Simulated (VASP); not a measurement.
Al:

```
CELL_PARAMETERS angstrom
2.81246 0.00000 0.00000
-1.40623 2.43566 0.00000
0.00000 0.00000 4.86685
ATOMIC_POSITIONS crystal
Al 0.33333 0.66667 0.25000
Al 0.66667 0.33333 0.75000
```

* Program: VASP 6.6.1
* Task: relaxation of cell and atoms
* Functional: RPBE
* Dispersion: D4
* Potentials or basis: VASP PAW PBE potentials, release 64 (Al)
* Cutoff: 600 eV
* k mesh: 11 × 11 × 6
* Occupations: fermi-dirac, width 0.05 eV
* Spin: no spin polarisation

At the start: pressure -4.5 GPa; volume 16.67 Å³/atom.

How do energy, volume and symmetry change on relaxing?

Over 7 steps the energy falls by 25.9 meV/atom and the volume is 15.66 Å³/atom (-6.1 %); space group P6_3/mmc (No. 194, to 0.05 Å).

The path:
```csv
step,energy change (eV),largest force (eV/Å),pressure (GPa),volume (Å³)
1,0.0000,0.0000,-4.52,33.34
2,-0.0446,0.0000,0.70,31.11
3,-0.0448,0.0000,1.06,30.99
4,-0.0505,0.0000,0.79,31.04
5,-0.0511,0.0000,0.83,31.03
6,-0.0517,0.0000,-0.19,31.38
7,-0.0518,0.0000,0.00,31.32
```

Final structure:
```
Al
1.0
     2.79694    0.00000    0.00000
    -1.39847    2.42223    0.00000
     0.00000    0.00000    4.62248
Al
2
Direct
  0.33333 0.66667 0.25000
  0.66667 0.33333 0.75000
```

Caveat: the PAW data sets were made with another functional, which shifts forces and pressure a little; pairwise dispersion overbinds metals, which lowers pressure and volume.
